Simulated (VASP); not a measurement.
Set up this calculation in VASP 6.6.1, as the native input.

```
Task                   : single point
Functional             : PBE
Potentials or basis    : VASP PAW PBE potentials, release 64 (Hf_pv, Ti_sv, N)
Cutoff                 : 520 eV
k mesh                 : 12 × 12 × 4
Occupations            : gaussian, width 0.1 eV
Spin                   : no spin polarisation
Dipole correction      : no
Further INCAR settings : ALGO = Normal; EDIFF = 1e-06; NBANDS = 59
```

The structure of Hf2TiN3 lies in POSCAR:

```
Hf2TiN3
1.0
    3.0953763309      0.0000000000      0.0000000000
   -1.5476881655      2.6806745368      0.0000000000
    0.0000000000      0.0000000000     16.0501976305
Hf Ti N
4 2 6
Direct
    0.6666666667      0.3333333333      0.0860734697
    0.6666666667      0.3333333333      0.4139265303
    0.3333333333      0.6666666667      0.9139265303
    0.3333333333      0.6666666667      0.5860734697
    0.6666666667      0.3333333333      0.7500000000
    0.3333333333      0.6666666667      0.2500000000
    0.0000000000      0.0000000000      0.8292405724
    0.0000000000      0.0000000000      0.1707594276
    0.0000000000      0.0000000000      0.5000000000
    0.0000000000      0.0000000000      0.0000000000
    0.0000000000      0.0000000000      0.3292405724
    0.0000000000      0.0000000000      0.6707594276
```

One way to write it, as run:

INCAR

```
SYSTEM = Hf2TiN3
  ALGO = Normal
  EDIFF = 1E-6
  ENCUT = 520
  GGA = PE
  ISIF = 2
  ISMEAR = 0
  LASPH = .TRUE.
  LCHARG = .FALSE.
  LREAL = .FALSE.
  LWAVE = .FALSE.
  NBANDS = 59
  NELM = 60
  PREC = Accurate
  SIGMA = 0.1
```

KPOINTS

```
k-points
0
G
  12 12 4
  0 0 0
```

Potentials or basis: VASP PAW PBE potentials, release 64 (Hf_pv, Ti_sv, N).

Command:

```bash
$ cat potpaw_PBE.64/Hf_pv/POTCAR potpaw_PBE.64/Ti_sv/POTCAR potpaw_PBE.64/N/POTCAR > POTCAR
$ mpirun -np 1 vasp_std > vasp.out
```

Results of the run:

* Pressure: -1.5 GPa
* Largest force: 0.126 eV/Å
* Band gap on the k mesh: zero (band 47 reaches 9.29 eV, above the bottom of band 48 at 8.23 eV)

Caveat: spin-orbit coupling is left out, which moves the levels of the heavy elements.

It took 22 min on 1 thread of AMD EPYC 7R13, on a shared host, peak memory 0.46 GiB.
